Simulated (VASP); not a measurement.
ZnS, 2 atoms in the cell. The structure is cubic, space group F-43m (No. 216). Conventional cell: a = 5.387 Å, b = 5.387 Å, c = 5.387 Å, α = 90.00°, β = 90.00°, γ = 90.00°. Zn (site symmetry -43m) has 4 S at 2.33 Å within 3.1 Å. S (site symmetry -43m) has 4 Zn at 2.33 Å within 3.1 Å. 

* Program: VASP 6.6.1
* Task: relaxation of cell and atoms
* Functional: PBEsol
* Potentials or basis: VASP PAW PBE potentials, release 64 (Zn, S)
* Cutoff: 600 eV
* k mesh: 8 × 8 × 8
* Occupations: gaussian, width 0.02 eV
* Spin: no spin polarisation
* Dipole correction: no
* Further INCAR settings: ALGO = Normal; EDIFF = 1e-07; IBRION = 2; EDIFFG = -0.005; NSW = 100; ISIF = 3

Potentials or basis: VASP PAW PBE potentials, release 64 (Zn, S).

Command:

```sh
$ cat potpaw_PBE.64/Zn/POTCAR potpaw_PBE.64/S/POTCAR > POTCAR
$ mpirun -np 1 vasp_std > vasp.out
```

Hardware: 1 thread of AMD EPYC 9R45 96-Core Processor (Zen 5) (shared host).

**Question.** Estimate the wall time of this run.

**Answer.** It took 20 s on 1 thread of AMD EPYC 9R45 96-Core Processor (Zen 5) (shared host), peak memory 0.15 GiB. Counts: scf iterations 31, k points 29, ion steps 3.
